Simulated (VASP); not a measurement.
# Na3Te2 (R-3m) in VASP: single point with PBE

Aim: the single point of Na3Te2 with PBE.

Everything below comes from runs of VASP 6.6.1. Logs are shortened: lines on timing, memory, paths and dates and some standing lists are left out, and cuts for length are marked.

### Step 1. The cell of the first run

The structure is trigonal, space group R-3m (No. 166). Conventional cell: a = 5.187 Å, b = 5.187 Å, c = 20.151 Å, α = 90.00°, β = 90.00°, γ = 120.00°. Within 4.6 Å of Na (site symmetry -3m) lie 6 Te at 3.41 Å and 8 Na at 3.68 to 4.58 Å. Na (site symmetry 3m) has 4 Te at 3.04 to 3.76 Å and 6 Na at 3.68 to 3.86 Å within 4.0 Å. Within 4.0 Å of Te (site symmetry 3m) lie 7 Na at 3.04 to 3.76 Å and 1 Te at 3.47 Å.

### Step 2. Single point, PBE

Input file INCAR:

```
PREC = Accurate
ENCUT = 520
EDIFF = 1E-6
ISMEAR = 0
SIGMA = 0.1
LREAL = False
LASPH = True
NELM = 60
ALGO = Fast
ISIF = 2
LWAVE = False
LCHARG = False
GGA = PE
NBANDS = 24
```

Input file KPOINTS:

```
Automatic mesh
0
Gamma
  12 12 12
```

Input file POSCAR:

```
Na3Te2
1.0
    2.5934005524      1.4973005070      6.7168358366
   -2.5934005524      1.4973005070      6.7168358366
    0.0000000000     -2.9946010141      6.7168358366
Na Te
3 2
Direct
    0.0000000000      0.0000000000      0.0000000000
    0.2272073187      0.2272073187      0.2272073187
    0.7727926813      0.7727926813      0.7727926813
    0.4138485434      0.4138485434      0.4138485434
    0.5861514566      0.5861514566      0.5861514566
```

Potentials or basis: VASP PAW PBE potentials, release 64 (Na_pv, Te).

On the command line:

```sh
$ cat potpaw_PBE.64/Na_pv/POTCAR potpaw_PBE.64/Te/POTCAR > POTCAR
$ mpirun -np 1 vasp_std > vasp.out
```

OUTCAR:

```text
PREC = Accurate
   ENCUT = 520
   EDIFF = 1E-6
   ISMEAR = 0
   LREAL = False
   LASPH = True
   NELM = 60
   ISIF = 2
   GGA = PE

 ion  position               nearest neighbor table
   1  0.000  0.000  0.000-
   2  0.227  0.227  0.227-   5 3.04   5 3.04   5 3.04
   3  0.773  0.773  0.773-   4 3.04   4 3.04   4 3.04
   4  0.414  0.414  0.414-   3 3.04   3 3.04   3 3.04   5 3.47
   5  0.586  0.586  0.586-   2 3.04   2 3.04   2 3.04   4 3.47

  LATTYP: Found a trigonal (rhomboedric) cell.
 ALAT       =     7.3541497734
 COS(alpha) =     0.7512836974

  Lattice vectors:

 A1 = (   2.5934005524,   1.4973005070,   6.7168358366)
 A2 = (  -2.5934005524,   1.4973005070,   6.7168358366)
 A3 = (   0.0000000000,  -2.9946010141,   6.7168358366)

Analysis of symmetry for initial positions (statically):
=====================================================================
 Subroutine PRICEL returns:
 Original cell was already a primitive cell.

 Routine SETGRP: Setting up the symmetry group for a
 trigonal (rhombohedral) supercell.

 Subroutine GETGRP returns: Found 12 space group operations
 (whereof 12 operations were pure point group operations)
 out of a pool of 12 trial point group operations.

The static configuration has the point symmetry D_3d.

Analysis of symmetry for dynamics (positions and initial velocities):
=====================================================================
 Subroutine PRICEL returns:
 Original cell was already a primitive cell.

 Routine SETGRP: Setting up the symmetry group for a
 trigonal (rhombohedral) supercell.

 Subroutine GETGRP returns: Found 12 space group operations
 (whereof 12 operations were pure point group operations)
 out of a pool of 12 trial point group operations.

The dynamic configuration has the point symmetry D_3d.

 Subroutine INISYM returns: Found 12 space group operations
 (whereof 12 operations are pure point group operations),
 and found     1 'primitive' translations

----------------------------------------------------------------------------------------

                                     Primitive cell

  volume of cell :     156.4929

  direct lattice vectors                    reciprocal lattice vectors
     2.593400552  1.497300507  6.716835837     0.192797059  0.111311434  0.049626542
    -2.593400552  1.497300507  6.716835837    -0.192797059  0.111311434  0.049626542
     0.000000000 -2.994601014  6.716835837     0.000000000 -0.222622868  0.049626542

  length of vectors
     7.354149773  7.354149773  7.354149773     0.228087122  0.228087122  0.228087122

  position of ions in fractional coordinates (direct lattice)
     0.000000000  0.000000000  0.000000000
     0.227207319  0.227207319  0.227207319
     0.772792681  0.772792681  0.772792681
     0.413848543  0.413848543  0.413848543
     0.586151457  0.586151457  0.586151457

  ion indices of the primitive-cell ions
   primitive index   ion index
                 1           1
                 2           2
                 3           3
                 4           4
                 5           5

----------------------------------------------------------------------------------------

 KPOINTS: Automatic mesh

Automatic generation of k-mesh.
 Grid dimensions read from file:
 generate k-points for:   12   12   12

 Generating k-lattice:

  Cartesian coordinates                     Fractional coordinates (reciprocal lattice)
     0.016066422  0.009275953  0.004135545     0.083333333  0.000000000 -0.000000000
    -0.016066422  0.009275953  0.004135545     0.000000000  0.083333333 -0.000000000
     0.000000000 -0.018551906  0.004135545    -0.000000000 -0.000000000  0.083333333

  Length of vectors
     0.019007260  0.019007260  0.019007260

  Shift w.r.t. Gamma in fractional coordinates (k-lattice)
     0.000000000  0.000000000  0.000000000

 Subroutine IBZKPT returns following result:
 ===========================================

 Found    189 irreducible k-points:

 Following reciprocal coordinates:
            Coordinates               Weight
  0.000000  0.000000  0.000000      1.000000
  0.083333 -0.000000  0.000000      6.000000
  0.166667  0.000000  0.000000      6.000000
  0.250000  0.000000  0.000000      6.000000
  0.333333  0.000000  0.000000      6.000000
  0.416667  0.000000  0.000000      6.000000
[... 16 lines left out ...]
  0.500000  0.166667  0.000000     12.000000
 -0.416667  0.166667 -0.000000     12.000000
 [... further k-points ...]
   k-points           NKPTS =    189   k-points in BZ     NKDIM =    189   number of bands    NBANDS=     24
   number of dos      NEDOS =    301   number of ions     NIONS =      5
   total plane-waves  NPLWV = 175616
   dimension x,y,z NGX =    56 NGY =   56 NGZ =   56
   dimension x,y,z NGXF=   112 NGYF=  112 NGZF=  112
   ions per type =               3   2
   NGX,Y,Z   is equivalent  to a cutoff of  12.66, 12.66, 12.66 a.u.
   NGXF,Y,Z  is equivalent  to a cutoff of  25.32, 25.32, 25.32 a.u.
 SYSTEM =  unknown system
   PREC   = accura    normal or accurate (medium, high low for compatibility)
   ISTART =      0    job   : 0-new  1-cont  2-samecut
   ICHARG =      2    charge: 1-file 2-atom 10-const
   ISPIN  =      1    spin polarized calculation?
   LNONCOLLINEAR =      F non collinear calculations
   LSORBIT =      F    spin-orbit coupling
   LASPH  =      T    aspherical Exc in radial PAW
   ENCUT  =  520.0 eV  38.22 Ry    6.18 a.u.  13.67 13.67 13.67*2*pi/ulx,y,z
   NELM   =     60;   NELMIN=  2; NELMDL= -5     # of ELM steps
   EDIFF  = 0.1E-05   stopping-criterion for ELM
   LREAL  =      F    real-space projection
   EDIFFG = 0.1E-04   stopping-criterion for IOM
   NSW    =      0    number of steps for IOM
   IBRION =     -1    ionic relax: 0-MD 1-quasi-New 2-CG
   NFREE  =      0    steps in history (QN), initial steepest desc. (CG)
   ISIF   =      2    stress and relaxation
   ISYM   =      2    0-nonsym 1-usesym 2-fastsym
   POTIM  = 0.5000    time-step for ionic-motion
   TEBEG  =    0.0;   TEEND  =   0.0 temperature during run
   PSTRESS=    0.0 pullay stress
   NELECT =      33.0000    total number of electrons
   NUPDOWN=      -1.0000    fix difference up-down
   EMIN   =  10.00;   EMAX   =-10.00  energy-range for DOS
   EFERMI =   0.00;   METHOD = LEGACY
   ISMEAR =     0;   SIGMA  =   0.10  broadening in eV -4-tet -1-fermi 0-gaus
   EFERMI_NEDOS =   21; number of points for ismear=-14 and -15
   IALGO  =     68    algorithm
   IMIX   =      4    mixing-type and parameters
     AMIX     =   0.40;   BMIX     =  1.00
     AMIX_MAG =   1.60;   BMIX_MAG =  1.00
  volume/ion in A,a.u.               =      31.30       211.21
  Fermi-wavevector in a.u.,A,eV,Ry     =   0.974424  1.841394 12.918760  0.949502
  Thomas-Fermi vector in A             =   2.104883
   LORBIT       =      0    0 simple, 1 ext, 2 COOP (PROOUT), +10 PAW based schemes
   GGA     = PE    functional components
   LHFCALC =     F    Hartree Fock is set to
   AEXX    =    0.0000 exact exchange contribution
   IVDW    =     0    specifies the selected vdW correction
   LEPSILON=     F    determine dielectric tensor
   LRPA    =     F    only Hartree local field effects (RPA)
 non-spin polarized calculation
 RMM-DIIS sequential band-by-band and
 Gauss-broadening in eV      SIGMA  =   0.10
  energy-cutoff  :      520.00
  volume of cell :      156.49
 maximum number of plane-waves:      4248
   NGX = 27   NGY = 27   NGZ = 27

 number of electron      33.0000004 magnetization

 Free energy of the ion-electron system (eV)
  ---------------------------------------------------
  ext. energy  EPLUGINS =         0.00000000
  ---------------------------------------------------
  free energy    TOTEN  =       -13.74049900 eV

  energy without entropy =      -13.72890232  energy(sigma->0) =      -13.73470066

 E-fermi :   2.4756     XC(G=0):  -7.7989

 val. band max:        2.4717243547   @ k =  -0.2500   0.5000   0.0833
 cond. band min:       2.4786705233   @ k =   0.5000   0.2500   0.0000
 fundamental gap:      0.0069461686
 Fermi energy:         2.4756392781

 k-point     1 :       0.0000    0.0000    0.0000
  band No.  band energies     occupation
      1     -21.7461      2.00000
      2     -21.7221      2.00000
      3     -21.7221      2.00000
      4     -21.7169      2.00000
      5     -21.7086      2.00000
      6     -21.6837      2.00000
[... 16 lines left out ...]
     23       7.1600      0.00000
     24       8.0442      0.00000

 k-point     2 :       0.0833   -0.0000    0.0000
  band No.  band energies     occupation
      1     -21.7461      2.00000
      2     -21.7229      2.00000
      3     -21.7221      2.00000
      4     -21.7160      2.00000
      5     -21.7088      2.00000
      6     -21.6838      2.00000
[... 16 lines left out ...]
     23       7.3346      0.00000
     24       8.0041      0.00000

 k-point     3 :       0.1667    0.0000    0.0000
  band No.  band energies     occupation
      1     -21.7461      2.00000
      2     -21.7243      2.00000
      3     -21.7223      2.00000
      4     -21.7144      2.00000
      5     -21.7092      2.00000
      6     -21.6840      2.00000
[... 16 lines left out ...]
     23       7.6892      0.00000
     24       7.7448      0.00000
[... 514 lines left out ...]
 k-point    23 :       0.5000    0.1667    0.0000
  band No.  band energies     occupation
      1     -21.7459      2.00000
      2     -21.7265      2.00000
      3     -21.7241      2.00000
      4     -21.7132      2.00000
      5     -21.7090      2.00000
      6     -21.6850      2.00000
[... 16 lines left out ...]
     23       8.5914      0.00000
     24       8.8570      0.00000

 k-point    24 :      -0.4167    0.1667   -0.0000
  band No.  band energies     occupation
      1     -21.7460      2.00000
      2     -21.7268      2.00000
      3     -21.7242      2.00000
      4     -21.7130      2.00000
      5     -21.7090      2.00000
      6     -21.6851      2.00000
[... 16 lines left out ...]
     23       8.5801      0.00000
     24       8.9025      0.00000

 [... further k-points ...]

------------------------ aborting loop because EDIFF is reached ----------------------------------------

  FORCE on cell =-STRESS in cart. coord.  units (eV):
  Direction    XX          YY          ZZ          XY          YZ          ZX
  --------------------------------------------------------------------------------------
  -------------------------------------------------------------------------------------
  Total        0.0316931      0.0316931      0.0264805      0.0000000     -0.0000000     -0.0000000
  in kB        0.3244746      0.3244746      0.2711076      0.0000000     -0.0000000     -0.0000000
  external PRESSURE =       0.3066856 kB  Pullay stress =       0.0000000 kB

 VOLUME and BASIS-vectors are now :
 -----------------------------------------------------------------------------
  energy-cutoff  :      520.00
  volume of cell :      156.49
      direct lattice vectors                 reciprocal lattice vectors
     2.593400552  1.497300507  6.716835837     0.192797059  0.111311434  0.049626542
    -2.593400552  1.497300507  6.716835837    -0.192797059  0.111311434  0.049626542
     0.000000000 -2.994601014  6.716835837     0.000000000 -0.222622868  0.049626542

 POSITION                                       TOTAL-FORCE (eV/Angst)
 -----------------------------------------------------------------------------------
      0.00000      0.00000      0.00000         0.000000     -0.000000     -0.000000
      0.00000     -0.00000      4.57834         0.000000      0.000000     -0.002431
      0.00000     -0.00000     15.57216         0.000000     -0.000000      0.002431
      0.00000     -0.00000      8.33926         0.000000     -0.000000      0.000988
      0.00000     -0.00000     11.81125         0.000000      0.000000     -0.000988
 -----------------------------------------------------------------------------------
    total drift:                               -0.000000      0.000000      0.000000

  FREE ENERGIE OF THE ION-ELECTRON SYSTEM (eV)
  ---------------------------------------------------
  free  energy   TOTEN  =       -13.7404989971 eV

  energy  without entropy=      -13.7289023182  energy(sigma->0) =      -13.73470066
```

Run time: 19 min. Hardware: 1 thread of Intel Xeon Platinum 8488C (Sapphire Rapids), shared host; peak memory 0.83 GiB.

What came out:

```
Free energy            : -13.7405 eV
Pressure               : 0.0 GPa
Band gap on the k mesh : zero (an odd number of electrons rules out a gap without spin polarisation)
```

Forces on the atoms (eV/Å):
```
Na   0.000  0.000  0.000
Na   0.000  0.000 -0.002
Na   0.000  0.000  0.002
Te   0.000  0.000  0.001
Te   0.000  0.000 -0.001
```

Levels at points of the mesh, in eV from the Fermi level:
```tsv
k point	band 13	band 14	band 15	band 16	band 17	band 18	band 19	band 20
(0.00, 0.00, 0.00)	-1.38	-1.38	-1.17	-1.17	0.54	0.99	3.39	4.44
(0.50, 0.00, 0.00)	-2.91	-1.61	-1.58	-1.57	0.11	2.31	2.56	3.68
(0.50, 0.50, 0.00)	-2.88	-2.09	-1.80	-0.86	-0.42	2.11	3.63	4.59
(0.50, 0.50, 0.50)	-1.69	-1.69	-1.24	-0.77	-0.77	1.66	2.82	4.04
```

Caveat: spin-orbit coupling is left out, which moves the levels of the heavy elements.
